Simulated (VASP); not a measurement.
# KIr (P6/mmm) in VASP: relaxation of cell and atoms with r2SCAN

Aim: the relaxation of cell and atoms of KIr with r2SCAN.

All numbers are computed with VASP 6.6.1; they aren't measurements. Logs are shortened: lines on timing, memory, paths and dates and some standing lists are left out, and cuts for length are marked.

## 1. The cell of the first run

The structure is hexagonal, space group P6/mmm (No. 191). The conventional cell has a = 5.807 Å, b = 5.807 Å, c = 5.424 Å, α = 90.00°, β = 90.00°, γ = 120.00°. Within 3.8 Å of K (site symmetry mmm) lie 6 Ir at 2.90 to 3.19 Å and 4 K at 2.90 Å. Within 3.8 Å of Ir (site symmetry 6/mmm) lie 6 K at 2.90 Å. Within 4.4 Å of Ir (site symmetry -6m2) lie 6 K at 3.19 Å and 9 Ir at 3.35 to 4.31 Å.

## 2. Relaxation of cell and atoms, r2SCAN

Input file POSCAR:

```
KIr
1.0
    5.8065558453      0.0000000000      0.0000000000
   -2.9032779227      5.0286248706      0.0000000000
    0.0000000000      0.0000000000      5.4236654817
K Ir
3 3
Direct
    0.5000000000      0.0000000000      0.0000000000
    0.5000000000      0.5000000000      0.0000000000
    0.0000000000      0.5000000000      0.0000000000
    0.0000000000      0.0000000000      0.0000000000
    0.3333333333      0.6666666667      0.5000000000
    0.6666666667      0.3333333333      0.5000000000
```

Input file INCAR.step1:

```
SYSTEM = KIr
PREC     = Accurate       ! precision mode
ENCUT    = 600            ! plane-wave cutoff, eV
ISMEAR   = 0              ! smearing method
SIGMA    = 0.1            ! smearing width, eV
LREAL    = .False.        ! projectors in reciprocal space
LASPH    = .True.         ! aspherical terms in the spheres
NELM     = 60             ! most SCF steps
GGA      = PE             ! functional
ALGO     = Normal         ! electronic algorithm
EDIFF    = 1E-4           ! SCF threshold, eV
LWAVE    = .True.         ! write WAVECAR
LCHARG   = .False.        ! write CHGCAR
KPAR     = 4
```

Input file INCAR.step2:

```
SYSTEM = KIr
PREC     = Accurate       ! precision mode
ENCUT    = 600            ! plane-wave cutoff, eV
EDIFF    = 1E-7           ! SCF threshold, eV
ISMEAR   = 0              ! smearing method
SIGMA    = 0.1            ! smearing width, eV
LREAL    = .False.        ! projectors in reciprocal space
LASPH    = .True.         ! aspherical terms in the spheres
NELM     = 60             ! most SCF steps
ALGO     = Normal         ! electronic algorithm
ISIF     = 3              ! what is computed and relaxed
LWAVE    = .False.        ! write WAVECAR
LCHARG   = .False.        ! write CHGCAR
METAGGA  = R2SCAN         ! meta-GGA
LMIXTAU  = .True.       
IBRION   = 2              ! ionic algorithm
NSW      = 100            ! ionic steps
EDIFFG   = -0.01          ! ionic threshold
ISTART   = 1            
KPAR     = 4
```

Input file KPOINTS:

```
regular mesh
0
Gamma
  6 6 8
  0 0 0
```

Potentials or basis: VASP PAW PBE potentials, release 64 (K_sv, Ir).

Command:

```
$ cat potpaw_PBE.64/K_sv/POTCAR potpaw_PBE.64/Ir/POTCAR > POTCAR
$ cp INCAR.step1 INCAR
$ mpirun -np 4 vasp_std > vasp.out
$ cp INCAR.step2 INCAR
$ mpirun -np 4 vasp_std > vasp.out
```

OUTCAR:

```text
SYSTEM = KIr
   PREC = Accurate
   ENCUT = 600
   EDIFF = 1E-7
   ISMEAR = 0
   LREAL = .False.
   LASPH = .True.
   NELM = 60
   ISIF = 3
   METAGGA = R2SCAN
   IBRION = 2
   NSW = 100
   EDIFFG = -0.01
   ISTART = 1

 ion  position               nearest neighbor table
   1  0.500  0.000  0.000-   4 2.90   4 2.90   3 2.90   3 2.90   2 2.90   2 2.90   6 3.19   5 3.19
                             6 3.19   5 3.19
   2  0.500  0.500  0.000-   3 2.90   3 2.90   4 2.90   4 2.90   1 2.90   1 2.90   6 3.19   5 3.19
                             6 3.19   5 3.19
   3  0.000  0.500  0.000-   2 2.90   2 2.90   1 2.90   1 2.90   4 2.90   4 2.90   6 3.19   5 3.19
                             6 3.19   5 3.19
   4  0.000  0.000  0.000-   1 2.90   1 2.90   2 2.90   2 2.90   3 2.90   3 2.90
   5  0.333  0.667  0.500-   3 3.19   3 3.19   1 3.19   1 3.19   2 3.19   2 3.19   6 3.35   6 3.35
                             6 3.35
   6  0.667  0.333  0.500-   3 3.19   3 3.19   1 3.19   1 3.19   2 3.19   2 3.19   5 3.35   5 3.35
                             5 3.35

  LATTYP: Found a hexagonal cell.
 ALAT       =     5.8065558453
 C/A-ratio  =     0.9340589544

  Lattice vectors:

 A1 = (   5.8065558453,   0.0000000000,   0.0000000000)
 A2 = (  -2.9032779227,   5.0286248706,   0.0000000000)
 A3 = (   0.0000000000,   0.0000000000,   5.4236654817)

Analysis of symmetry for initial positions (statically):
=====================================================================
 Subroutine PRICEL returns:
 Original cell was already a primitive cell.

 Routine SETGRP: Setting up the symmetry group for a
 hexagonal supercell.

 Subroutine GETGRP returns: Found 24 space group operations
 (whereof 24 operations were pure point group operations)
 out of a pool of 24 trial point group operations.

The static configuration has the point symmetry D_6h.

Analysis of symmetry for dynamics (positions and initial velocities):
=====================================================================
 Subroutine PRICEL returns:
 Original cell was already a primitive cell.

 Routine SETGRP: Setting up the symmetry group for a
 hexagonal supercell.

 Subroutine GETGRP returns: Found 24 space group operations
 (whereof 24 operations were pure point group operations)
 out of a pool of 24 trial point group operations.

The dynamic configuration has the point symmetry D_6h.

 Subroutine INISYM returns: Found 24 space group operations
 (whereof 24 operations are pure point group operations),
 and found     1 'primitive' translations

----------------------------------------------------------------------------------------

                                     Primitive cell

  volume of cell :     158.3656

  direct lattice vectors                    reciprocal lattice vectors
     5.806555845  0.000000000  0.000000000     0.172219131  0.099430761  0.000000000
    -2.903277923  5.028624871  0.000000000     0.000000000  0.198861523  0.000000000
     0.000000000  0.000000000  5.423665482     0.000000000  0.000000000  0.184377153

  length of vectors
     5.806555845  5.806555845  5.423665482     0.198861523  0.198861523  0.184377153

  position of ions in fractional coordinates (direct lattice)
     0.500000000  0.000000000  0.000000000
     0.500000000  0.500000000  0.000000000
     0.000000000  0.500000000  0.000000000
     0.000000000  0.000000000  0.000000000
     0.333333333  0.666666667  0.500000000
     0.666666667  0.333333333  0.500000000

  ion indices of the primitive-cell ions
   primitive index   ion index
                 1           1
                 2           2
                 3           3
                 4           4
                 5           5
                 6           6

----------------------------------------------------------------------------------------

 KPOINTS: regular mesh

Automatic generation of k-mesh.
 Grid dimensions read from file:
 generate k-points for:    6    6    8

 Generating k-lattice:

  Cartesian coordinates                     Fractional coordinates (reciprocal lattice)
     0.028703188  0.016571794  0.000000000     0.166666667  0.000000000  0.000000000
     0.000000000  0.033143587  0.000000000     0.000000000  0.166666667  0.000000000
     0.000000000  0.000000000  0.023047144     0.000000000  0.000000000  0.125000000

  Length of vectors
     0.033143587  0.033143587  0.023047144

  Shift w.r.t. Gamma in fractional coordinates (k-lattice)
     0.000000000  0.000000000  0.000000000

 Subroutine IBZKPT returns following result:
 ===========================================

 Found     35 irreducible k-points:

 Following reciprocal coordinates:
            Coordinates               Weight
  0.000000  0.000000  0.000000      1.000000
  0.166667  0.000000  0.000000      6.000000
  0.333333  0.000000  0.000000      6.000000
  0.500000  0.000000  0.000000      3.000000
  0.166667  0.166667  0.000000      6.000000
  0.333333  0.166667  0.000000     12.000000
[... 16 lines left out ...]
  0.166667  0.000000  0.375000     12.000000
  0.333333  0.000000  0.375000     12.000000
 [... further k-points ...]
   k-points           NKPTS =     35   k-points in BZ     NKDIM =     35   number of bands    NBANDS=     32
   number of dos      NEDOS =    301   number of ions     NIONS =      6
   total plane-waves  NPLWV = 110592
   dimension x,y,z NGX =    48 NGY =   48 NGZ =   48
   dimension x,y,z NGXF=    96 NGYF=   96 NGZF=   96
   ions per type =               3   3
   NGX,Y,Z   is equivalent  to a cutoff of  13.74, 13.74, 14.71 a.u.
   NGXF,Y,Z  is equivalent  to a cutoff of  27.49, 27.49, 29.43 a.u.
 SYSTEM =  KIr
   PREC   = accura    normal or accurate (medium, high low for compatibility)
   ISTART =      1    job   : 0-new  1-cont  2-samecut
   ICHARG =      0    charge: 1-file 2-atom 10-const
   ISPIN  =      1    spin polarized calculation?
   LNONCOLLINEAR =      F non collinear calculations
   LSORBIT =      F    spin-orbit coupling
   LASPH  =      T    aspherical Exc in radial PAW
   ENCUT  =  600.0 eV  44.10 Ry    6.64 a.u.  11.60 11.60 10.83*2*pi/ulx,y,z
   NELM   =     60;   NELMIN=  2; NELMDL=  0     # of ELM steps
   EDIFF  = 0.1E-06   stopping-criterion for ELM
   LREAL  =      F    real-space projection
   EDIFFG = -.1E-01   stopping-criterion for IOM
   NSW    =    100    number of steps for IOM
   IBRION =      2    ionic relax: 0-MD 1-quasi-New 2-CG
   NFREE  =      1    steps in history (QN), initial steepest desc. (CG)
   ISIF   =      3    stress and relaxation
   ISYM   =      2    0-nonsym 1-usesym 2-fastsym
   POTIM  = 0.5000    time-step for ionic-motion
   TEBEG  =    0.0;   TEEND  =   0.0 temperature during run
   PSTRESS=    0.0 pullay stress
   NELECT =      54.0000    total number of electrons
   NUPDOWN=      -1.0000    fix difference up-down
   EMIN   =  10.00;   EMAX   =-10.00  energy-range for DOS
   EFERMI =   0.00;   METHOD = LEGACY
   ISMEAR =     0;   SIGMA  =   0.10  broadening in eV -4-tet -1-fermi 0-gaus
   EFERMI_NEDOS =   21; number of points for ismear=-14 and -15
   IALGO  =     38    algorithm
   IMIX   =      4    mixing-type and parameters
     AMIX     =   0.40;   BMIX     =  1.00
     AMIX_MAG =   1.60;   BMIX_MAG =  1.00
  volume/ion in A,a.u.               =      26.39       178.12
  Fermi-wavevector in a.u.,A,eV,Ry     =   1.143719  2.161315 17.797674  1.308092
  Thomas-Fermi vector in A             =   2.280413
   LORBIT       =      0    0 simple, 1 ext, 2 COOP (PROOUT), +10 PAW based schemes
   METAGGA = R2SCAN    functional components
   LHFCALC =     F    Hartree Fock is set to
   AEXX    =    0.0000 exact exchange contribution
   IVDW    =     0    specifies the selected vdW correction
   LEPSILON=     F    determine dielectric tensor
   LRPA    =     F    only Hartree local field effects (RPA)
 conjugate gradient relaxation of ions
 non-spin polarized calculation
 Gauss-broadening in eV      SIGMA  =   0.10
  energy-cutoff  :      600.00
  volume of cell :      158.37
 maximum number of plane-waves:      5343
 NGX is ok and might be reduce to    48
   NGX = 23   NGY = 23   NGZ = 21

--------------------------------------- Ionic step        1  -------------------------------------------

 number of electron      54.0000002 magnetization

 Free energy of the ion-electron system (eV)
  ---------------------------------------------------
  ext. energy  EPLUGINS =         0.00000000
  ---------------------------------------------------
  free energy    TOTEN  =      -161.20842188 eV

  energy without entropy =     -161.12321776  energy(sigma->0) =     -161.16581982

------------------------ aborting loop because EDIFF is reached ----------------------------------------

  FORCE on cell =-STRESS in cart. coord.  units (eV):
  Direction    XX          YY          ZZ          XY          YZ          ZX
  --------------------------------------------------------------------------------------
  -------------------------------------------------------------------------------------
  Total       -0.2247735     -0.2247735      0.3607943      0.0000000     -0.0000000      0.0000000
  in kB       -2.2740240     -2.2740240      3.6501401      0.0000000     -0.0000000      0.0000000
  external PRESSURE =      -0.2993026 kB  Pullay stress =       0.0000000 kB
[... 185 lines left out ...]
  energy  without entropy=     -161.1259249690  energy(sigma->0) =     -161.16833553

--------------------------------------- Ionic step        6  -------------------------------------------

 number of electron      54.0000003 magnetization

 Free energy of the ion-electron system (eV)
  ---------------------------------------------------
  ext. energy  EPLUGINS =         0.00000000
  ---------------------------------------------------
  free energy    TOTEN  =      -161.21082145 eV

  energy without entropy =     -161.12629577  energy(sigma->0) =     -161.16855861

 E-fermi :   1.4293     XC(G=0):  -9.9677

 val. band max:        1.4272813331   @ k =   0.1667   0.0000   0.2500
 cond. band min:       1.4326374933   @ k =   0.3333   0.1667   0.5000
 fundamental gap:      0.0053561603
 Fermi energy:         1.4293058277

 k-point     1 :       0.0000    0.0000    0.0000
  band No.  band energies     occupation
      1     -30.1808      2.00000
      2     -29.6696      2.00000
      3     -29.6696      2.00000
      4     -14.4425      2.00000
      5     -13.3647      2.00000
      6     -13.3646      2.00000
[... 829 lines left out ...]
     31       4.4252      0.00000
     32       5.0989      0.00000

 [... further k-points ...]

------------------------ aborting loop because EDIFF is reached ----------------------------------------

  FORCE on cell =-STRESS in cart. coord.  units (eV):
  Direction    XX          YY          ZZ          XY          YZ          ZX
  --------------------------------------------------------------------------------------
  -------------------------------------------------------------------------------------
  Total       -0.0041178     -0.0041178     -0.0188419      0.0000000      0.0000000     -0.0000000
  in kB       -0.0418232     -0.0418232     -0.1913735      0.0000000      0.0000000     -0.0000000
  external PRESSURE =      -0.0916733 kB  Pullay stress =       0.0000000 kB
[... 21 lines left out ...]
  FREE ENERGIE OF THE ION-ELECTRON SYSTEM (eV)
  ---------------------------------------------------
  free  energy   TOTEN  =      -161.2108214549 eV

  energy  without entropy=     -161.1262957651  energy(sigma->0) =     -161.16855861

 reached required accuracy - stopping structural energy minimisation
```

Run time: 40 min. Hardware: 4 MPI ranks of AMD EPYC 7R43 (Zen 3), shared host; peak memory 0.5 GiB.

What came out:

```
Free energy                           : -161.2108 eV
Relaxed volume                        : 26.29 Å³/atom
Relaxed cell                          : a = 5.776 Å, b = 5.776 Å, c = 5.460 Å, α = 90.00°, β = 90.00°, γ = 120.00°
Space group after relaxing (to 0.1 Å) : P6/mmm (No. 191)
Energy gained by relaxing             : 0.4 meV/atom
Ionic steps                           : 6
Pressure after relaxing               : 0.0 GPa
Band gap on the k mesh                : zero (bands 27 and 28 overlap by 0.38 eV)
```

The path:
| step | energy change (eV) | largest force (eV/Å) | pressure (GPa) | volume (Å³) |
| --- | --- | --- | --- | --- |
| 1 | 0.0000 | 0.0000 | -0.03 | 158.37 |
| 2 | -0.0015 | 0.0000 | -0.05 | 158.25 |
| 3 | -0.0023 | 0.0000 | -0.07 | 158.06 |
| 4 | -0.0023 | 0.0000 | -0.06 | 158.08 |
| 5 | -0.0023 | 0.0000 | -0.06 | 158.08 |
| 6 | -0.0024 | 0.0000 | -0.01 | 157.74 |

Final structure:
```xyz
6
Lattice="5.7759 0.0000 0.0000 -2.8879 5.0020 0.0000 0.0000 0.0000 5.4600" Properties=species:S:1:pos:R:3 pbc="T T T"
K     2.8879    0.0000    0.0000
K     1.4440    2.5010    0.0000
K    -1.4440    2.5010    0.0000
Ir    0.0000    0.0000    0.0000
Ir    0.0000    3.3347    2.7300
Ir    2.8879    1.6673    2.7300
```

Caveat: the PAW data sets were made with another functional, which shifts forces and pressure a little; spin-orbit coupling is left out, which moves the levels of the heavy elements.
